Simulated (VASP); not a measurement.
Input of a VASP 6.6.1 run:

File INCAR:

```
PREC = Accurate
ENCUT = 520
EDIFF = 1E-6
ISMEAR = -1
SIGMA = 0.02
LREAL = False
LASPH = True
NELM = 60
ALGO = Normal
ISIF = 2
LWAVE = False
LCHARG = True
GGA = PE
LELF = True
LVHAR = True
NBANDS = 11
```

File KPOINTS:

```
Automatic mesh
0
Gamma
  8 8 8
```

The input POSCAR:

```
MgS
1.0
   -0.0090588059      2.8308768389      2.8308768389
    2.8308768389     -0.0090588059      2.8308768389
    2.8218180331      2.8218180331      0.0000000000
Mg S
1 1
Direct
   -0.0005885629     -0.0005885629      0.0005885629
    0.2505885629      0.2505885629      0.2494114371
```

Potentials or basis: VASP PAW PBE potentials, release 64 (Mg, S).

Run with:

```bash
$ cat potpaw_PBE.64/Mg/POTCAR potpaw_PBE.64/S/POTCAR > POTCAR
$ mpirun -np 1 vasp_std > vasp.out
```

Problem. Predict the pressure.

Solution. 0.9 GPa.

Problem. What does it give for the band gap on the k mesh?

Solution. 3.44 eV, direct.

Stress tensor (GPa, compression positive):
```
0.93 0.20 0.00
0.20 0.93 0.00
0.00 0.00 0.93
```

Caveat: the cell differs from its parent crystal (shear xy strain -0.6%). A k mesh can miss the band edges.
